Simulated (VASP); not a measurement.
# Sn (P-4m2) in VASP: single point with PBEsol

Aim: the single point of Sn with PBEsol.

All numbers are computed with VASP 6.6.1; they aren't measurements. Logs are shortened: lines on timing, memory, paths and dates and some standing lists are left out, and cuts for length are marked.

## (1) The cell of the first run

Symmetry: P-4m2, No. 115, tetragonal system. The conventional cell has a = 4.626 Å, b = 4.626 Å, c = 6.542 Å, α = 90.00°, β = 90.00°, γ = 90.00°. Within 3.7 Å of Sn (site symmetry 2mm) lie 4 Sn at 2.79 to 2.88 Å. Sn (site symmetry -4m2) has 4 Sn at 2.79 Å within 3.7 Å. Within 3.8 Å of Sn (site symmetry -4m2) lie 4 Sn at 2.88 Å.

## (2) Single point, PBEsol (atoms displaced along a vibrational mode)

Input file INCAR:

```
SYSTEM = Sn
ALGO = Normal
EDIFF = 1E-6
ENCUT = 500
GGA = PS
GGA_COMPAT = .False.
ISIF = 2
ISMEAR = 0
LASPH = .True.
LCHARG = .True.
LELF = .True.
LREAL = .False.
LVHAR = .True.
LWAVE = .False.
NBANDS = 36
NELM = 120
PREC = Accurate
SIGMA = 0.15
```

Input file KPOINTS:

```
k-points
0
Gamma
  14 14 10
  0 0 0
```

Input file POSCAR:

```
Sn
1.0
    0.0000000000     -3.2707792798     -3.2707792798
    0.0000000000      3.2707792798     -3.2707792798
    6.5415585596      0.0000000000      0.0000000000
Sn
4
Direct
    0.5000000000      0.5000000000      0.0114651576
    0.0000000000      0.0000000000      0.4885348424
    0.0000000000      0.5000000000      0.2500000000
    0.5000000000      0.0000000000      0.7500000000
```

Potentials or basis: VASP PAW PBE potentials, release 64 (Sn_d).

Run with:

```
> cat potpaw_PBE.64/Sn_d/POTCAR > POTCAR
> mpirun -np 1 vasp_std > vasp.out
```

OUTCAR:

```text
SYSTEM = Sn
   EDIFF = 1E-6
   ENCUT = 500
   GGA = PS
   ISIF = 2
   ISMEAR = 0
   LASPH = .True.
   LREAL = .False.
   NELM = 120
   PREC = Accurate

 ion  position               nearest neighbor table
   1  0.500  0.500  0.011-   3 2.79   3 2.79   4 2.88   4 2.88
   2  0.000  0.000  0.489-   3 2.79   3 2.79   4 2.88   4 2.88
   3  0.000  0.500  0.250-   1 2.79   2 2.79   2 2.79   1 2.79
   4  0.500  0.000  0.750-   1 2.88   2 2.88   1 2.88   2 2.88

  LATTYP: Found a simple tetragonal cell.
 ALAT       =     4.6255804170
 C/A-ratio  =     1.4142135624

  Lattice vectors:

 A1 = (   0.0000000000,  -3.2707792798,  -3.2707792798)
 A2 = (   0.0000000000,   3.2707792798,  -3.2707792798)
 A3 = (   6.5415585596,   0.0000000000,   0.0000000000)

Analysis of symmetry for initial positions (statically):
=====================================================================
 Subroutine PRICEL returns:
 Original cell was already a primitive cell.

 Routine SETGRP: Setting up the symmetry group for a
 simple tetragonal supercell.

 Subroutine GETGRP returns: Found  8 space group operations
 (whereof  4 operations were pure point group operations)
 out of a pool of 16 trial point group operations.

The static configuration has the point symmetry C_2v.
 The point group associated with its full space group is D_2d.

Analysis of symmetry for dynamics (positions and initial velocities):
=====================================================================
 Subroutine PRICEL returns:
 Original cell was already a primitive cell.

 Routine SETGRP: Setting up the symmetry group for a
 simple tetragonal supercell.

 Subroutine GETGRP returns: Found  8 space group operations
 (whereof  4 operations were pure point group operations)
 out of a pool of 16 trial point group operations.

The dynamic configuration has the point symmetry C_2v.
 The point group associated with its full space group is D_2d.

 Subroutine INISYM returns: Found  8 space group operations
 (whereof  4 operations are pure point group operations),
 and found     1 'primitive' translations

----------------------------------------------------------------------------------------

                                     Primitive cell

  volume of cell :     139.9631

  direct lattice vectors                    reciprocal lattice vectors
     0.000000000 -3.270779280 -3.270779280     0.000000000 -0.152868768 -0.152868768
     0.000000000  3.270779280 -3.270779280     0.000000000  0.152868768 -0.152868768
     6.541558560  0.000000000  0.000000000     0.152868768  0.000000000  0.000000000

  length of vectors
     4.625580417  4.625580417  6.541558560     0.216189085  0.216189085  0.152868768

  position of ions in fractional coordinates (direct lattice)
     0.500000000  0.500000000  0.011465158
     0.000000000  0.000000000  0.488534842
     0.000000000  0.500000000  0.250000000
     0.500000000  0.000000000  0.750000000

  ion indices of the primitive-cell ions
   primitive index   ion index
                 1           1
                 2           2
                 3           3
                 4           4

----------------------------------------------------------------------------------------

 KPOINTS: k-points

Automatic generation of k-mesh.
 Grid dimensions read from file:
 generate k-points for:   14   14   10

 Generating k-lattice:

  Cartesian coordinates                     Fractional coordinates (reciprocal lattice)
     0.000000000 -0.010919198 -0.010919198     0.071428571  0.000000000  0.000000000
     0.000000000  0.010919198 -0.010919198     0.000000000  0.071428571  0.000000000
     0.015286877  0.000000000  0.000000000     0.000000000  0.000000000  0.100000000

  Length of vectors
     0.015442078  0.015442078  0.015286877

  Shift w.r.t. Gamma in fractional coordinates (k-lattice)
     0.000000000  0.000000000  0.000000000

 Subroutine IBZKPT returns following result:
 ===========================================

 Found    216 irreducible k-points:

 Following reciprocal coordinates:
            Coordinates               Weight
  0.000000  0.000000  0.000000      1.000000
  0.071429  0.000000  0.000000      4.000000
  0.142857  0.000000  0.000000      4.000000
  0.214286  0.000000  0.000000      4.000000
  0.285714  0.000000  0.000000      4.000000
  0.357143  0.000000  0.000000      4.000000
[... 16 lines left out ...]
  0.285714  0.214286  0.000000      8.000000
  0.357143  0.214286  0.000000      8.000000
 [... further k-points ...]
   k-points           NKPTS =    216   k-points in BZ     NKDIM =    216   number of bands    NBANDS=     36
   number of dos      NEDOS =    301   number of ions     NIONS =      4
   total plane-waves  NPLWV =  62208
   dimension x,y,z NGX =    36 NGY =   36 NGZ =   48
   dimension x,y,z NGXF=    72 NGYF=   72 NGZF=   96
   ions per type =               4
   NGX,Y,Z   is equivalent  to a cutoff of  12.94, 12.94, 12.20 a.u.
   NGXF,Y,Z  is equivalent  to a cutoff of  25.88, 25.88, 24.40 a.u.
 SYSTEM =  Sn
   PREC   = accura    normal or accurate (medium, high low for compatibility)
   ISTART =      0    job   : 0-new  1-cont  2-samecut
   ICHARG =      2    charge: 1-file 2-atom 10-const
   ISPIN  =      1    spin polarized calculation?
   LNONCOLLINEAR =      F non collinear calculations
   LSORBIT =      F    spin-orbit coupling
   LASPH  =      T    aspherical Exc in radial PAW
   ENCUT  =  500.0 eV  36.75 Ry    6.06 a.u.   8.43  8.43 11.93*2*pi/ulx,y,z
   NELM   =    120;   NELMIN=  2; NELMDL= -5     # of ELM steps
   EDIFF  = 0.1E-05   stopping-criterion for ELM
   LREAL  =      F    real-space projection
   EDIFFG = 0.1E-04   stopping-criterion for IOM
   NSW    =      0    number of steps for IOM
   IBRION =     -1    ionic relax: 0-MD 1-quasi-New 2-CG
   NFREE  =      0    steps in history (QN), initial steepest desc. (CG)
   ISIF   =      2    stress and relaxation
   ISYM   =      2    0-nonsym 1-usesym 2-fastsym
   POTIM  = 0.5000    time-step for ionic-motion
   TEBEG  =    0.0;   TEEND  =   0.0 temperature during run
   PSTRESS=    0.0 pullay stress
   NELECT =      56.0000    total number of electrons
   NUPDOWN=      -1.0000    fix difference up-down
   EMIN   =  10.00;   EMAX   =-10.00  energy-range for DOS
   EFERMI =   0.00;   METHOD = LEGACY
   ISMEAR =     0;   SIGMA  =   0.15  broadening in eV -4-tet -1-fermi 0-gaus
   EFERMI_NEDOS =   21; number of points for ismear=-14 and -15
   IALGO  =     38    algorithm
   IMIX   =      4    mixing-type and parameters
     AMIX     =   0.40;   BMIX     =  1.00
     AMIX_MAG =   1.60;   BMIX_MAG =  1.00
  volume/ion in A,a.u.               =      34.99       236.13
  Fermi-wavevector in a.u.,A,eV,Ry     =   1.206330  2.279634 19.799647  1.455233
  Thomas-Fermi vector in A             =   2.342001
   LORBIT       =      0    0 simple, 1 ext, 2 COOP (PROOUT), +10 PAW based schemes
   GGA     = PS    functional components
   LHFCALC =     F    Hartree Fock is set to
   AEXX    =    0.0000 exact exchange contribution
   IVDW    =     0    specifies the selected vdW correction
   LEPSILON=     F    determine dielectric tensor
   LRPA    =     F    only Hartree local field effects (RPA)
 non-spin polarized calculation
 Gauss-broadening in eV      SIGMA  =   0.15
  energy-cutoff  :      500.00
  volume of cell :      139.96
 maximum number of plane-waves:      3580
 NGX is ok and might be reduce to    36
   NGX = 17   NGY = 17   NGZ = 23

 number of electron      55.9999998 magnetization

 Free energy of the ion-electron system (eV)
  ---------------------------------------------------
  ext. energy  EPLUGINS =         0.00000000
  ---------------------------------------------------
  free energy    TOTEN  =       -16.88012023 eV

  energy without entropy =      -16.87676569  energy(sigma->0) =      -16.87844296

 E-fermi :   5.2565     XC(G=0):  -8.9617

 val. band max:        5.2341416544   @ k =   0.1429   0.0000   0.0000
 cond. band min:       5.2925741947   @ k =   0.4286   0.0000   0.5000
 fundamental gap:      0.0584325403
 Fermi energy:         5.2564768320

 k-point     1 :       0.0000    0.0000    0.0000
  band No.  band energies     occupation
      1     -16.4137      2.00000
      2     -16.4137      2.00000
      3     -16.3682      2.00000
      4     -16.3066      2.00000
      5     -16.2959      2.00000
      6     -16.2815      2.00000
[... 28 lines left out ...]
     35      10.0788      0.00000
     36      12.7708      0.00000

 k-point     2 :       0.0714    0.0000    0.0000
  band No.  band energies     occupation
      1     -16.4177      2.00000
      2     -16.4141      2.00000
      3     -16.3683      2.00000
      4     -16.3026      2.00000
      5     -16.3025      2.00000
      6     -16.2815      2.00000
[... 28 lines left out ...]
     35      10.2675      0.00000
     36      12.4404      0.00000

 k-point     3 :       0.1429    0.0000    0.0000
  band No.  band energies     occupation
      1     -16.4263      2.00000
      2     -16.4153      2.00000
      3     -16.3700      2.00000
      4     -16.3119      2.00000
      5     -16.2930      2.00000
      6     -16.2803      2.00000
[... 28 lines left out ...]
     35      10.7587      0.00000
     36      11.8024      0.00000
[... 742 lines left out ...]
 k-point    23 :       0.2857    0.2143    0.0000
  band No.  band energies     occupation
      1     -16.4447      2.00000
      2     -16.4290      2.00000
      3     -16.3854      2.00000
      4     -16.3177      2.00000
      5     -16.2919      2.00000
      6     -16.2475      2.00000
[... 28 lines left out ...]
     35       9.8063      0.00000
     36       9.9998      0.00000

 k-point    24 :       0.3571    0.2143    0.0000
  band No.  band energies     occupation
      1     -16.4465      2.00000
      2     -16.4268      2.00000
      3     -16.3936      2.00000
      4     -16.3199      2.00000
      5     -16.2844      2.00000
      6     -16.2419      2.00000
[... 28 lines left out ...]
     35      10.3564      0.00000
     36      10.5894      0.00000

 [... further k-points ...]

------------------------ aborting loop because EDIFF is reached ----------------------------------------

  FORCE on cell =-STRESS in cart. coord.  units (eV):
  Direction    XX          YY          ZZ          XY          YZ          ZX
  --------------------------------------------------------------------------------------
  -------------------------------------------------------------------------------------
  Total       -0.0877724      0.0491611      0.0491611      0.0000000      0.0000000      0.0000000
  in kB       -1.0047431      0.5627538      0.5627538      0.0000000      0.0000000      0.0000000
  external PRESSURE =       0.0402548 kB  Pullay stress =       0.0000000 kB

 VOLUME and BASIS-vectors are now :
 -----------------------------------------------------------------------------
  energy-cutoff  :      500.00
  volume of cell :      139.96
      direct lattice vectors                 reciprocal lattice vectors
     0.000000000 -3.270779280 -3.270779280     0.000000000 -0.152868768 -0.152868768
     0.000000000  3.270779280 -3.270779280     0.000000000  0.152868768 -0.152868768
     6.541558560  0.000000000  0.000000000     0.152868768  0.000000000  0.000000000

 POSITION                                       TOTAL-FORCE (eV/Angst)
 -----------------------------------------------------------------------------------
      0.07500      0.00000     -3.27078        -0.706119      0.000000      0.000000
      3.19578      0.00000      0.00000         0.706119      0.000000      0.000000
      1.63539      1.63539     -1.63539         0.000000     -0.000000     -0.000000
      4.90617     -1.63539     -1.63539         0.000000     -0.000000     -0.000000
 -----------------------------------------------------------------------------------
    total drift:                                0.000000      0.000000     -0.000000

  FREE ENERGIE OF THE ION-ELECTRON SYSTEM (eV)
  ---------------------------------------------------
  free  energy   TOTEN  =       -16.8801202302 eV

  energy  without entropy=      -16.8767656904  energy(sigma->0) =      -16.87844296
```

Wall time 17 min (1 thread of Intel Xeon 8259CL, shared host); peak memory 0.76 GiB.

What came out:

```
Free energy            : -16.8801 eV
Pressure               : 0.0 GPa
Largest force          : 0.706 eV/Å
Band gap on the k mesh : zero (bands 28 and 29 overlap by 0.26 eV)
```

Forces on the atoms (eV/Å):
```
Sn  -0.706  0.000  0.000
Sn   0.706  0.000  0.000
Sn   0.000  0.000  0.000
Sn   0.000  0.000  0.000
```

Caveat: the cell differs from its parent crystal (atoms displaced along a vibrational mode); the PAW data sets were made with another functional, which shifts forces and pressure a little; spin-orbit coupling is left out, which moves the levels of the heavy elements.

The gap in the log of VASP goes by the Fermi energy; the results here count the filled bands.